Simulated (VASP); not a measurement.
Wanted: the native input for a VASP 6.6.1 run.

```yaml
Task: single point
Functional: PBE
Potentials_or_basis: VASP PAW PBE potentials, release 64 (Al, In_d, Sb, N)
Cutoff: 520 eV
k_mesh: 12 × 8 × 4
Occupations: gaussian, width 0.1 eV
Spin: no spin polarisation
Dipole_correction: no
Further_INCAR_settings: ALGO = Normal; EDIFF = 1e-07; NBANDS = 24
```

The structure of AlInSbN2 lies in POSCAR:

```
AlInSbN2
1.0
    2.9260235498      0.0000000000      0.0000000000
    0.0000000000      5.3577557151      0.0000000000
    0.0000000000      0.0000000000     11.0909331439
Al In Sb N
1 1 1 2
Direct
    0.0000000000      0.5000000000      0.4115864036
    0.0000000000      0.0000000000      0.5208190491
    0.0000000000      0.5000000000      0.6708871748
    0.0000000000      0.0000000000      0.1009482872
    0.0000000000      0.0000000000      1.0016067854
```

The cell was built from a structure type or drawn by symmetry, and may not be a known phase.

The input as run:

INCAR

```
PREC     = Accurate       # precision mode
ENCUT    = 520            # plane-wave cutoff, eV
EDIFF    = 1E-7           # SCF threshold, eV
ISMEAR   = 0              # smearing method
SIGMA    = 0.1            # smearing width, eV
LREAL    = False          # projectors in reciprocal space
LASPH    = True           # aspherical terms in the spheres
NELM     = 100            # most SCF steps
ALGO     = Normal         # electronic algorithm
ISIF     = 2              # what is computed and relaxed
LWAVE    = False          # write WAVECAR
LCHARG   = False          # write CHGCAR
GGA      = PE             # functional
NBANDS   = 24             # bands
```

KPOINTS

```
Automatic mesh
0
Gamma
  12 8 4
```

Potentials or basis: VASP PAW PBE potentials, release 64 (Al, In_d, Sb, N).

The run is started by

```bash
$ cat potpaw_PBE.64/Al/POTCAR potpaw_PBE.64/In_d/POTCAR potpaw_PBE.64/Sb/POTCAR potpaw_PBE.64/N/POTCAR > POTCAR
$ mpirun -np 1 vasp_std > vasp.out
```

Results of the run:

```
Pressure               : 0.5 GPa
Largest force          : 1.764 eV/Å
Band gap on the k mesh : zero (an odd number of electrons rules out a gap without spin polarisation)
```

Caveat: the standard files for N, O and F lose accuracy on very short bonds; spin-orbit coupling is left out, which moves the levels of the heavy elements; this functional lacks dispersion, which binds the layers, so the pressure and a relaxed spacing across them are unreliable; forces of over 1 eV/Å act on the atoms, so gaps and moduli don't describe the material at rest.

It took 3.8 min on 1 thread of Intel(R) Xeon(R) 6975P-C (Granite Rapids), on a shared host, peak memory 0.6 GiB.
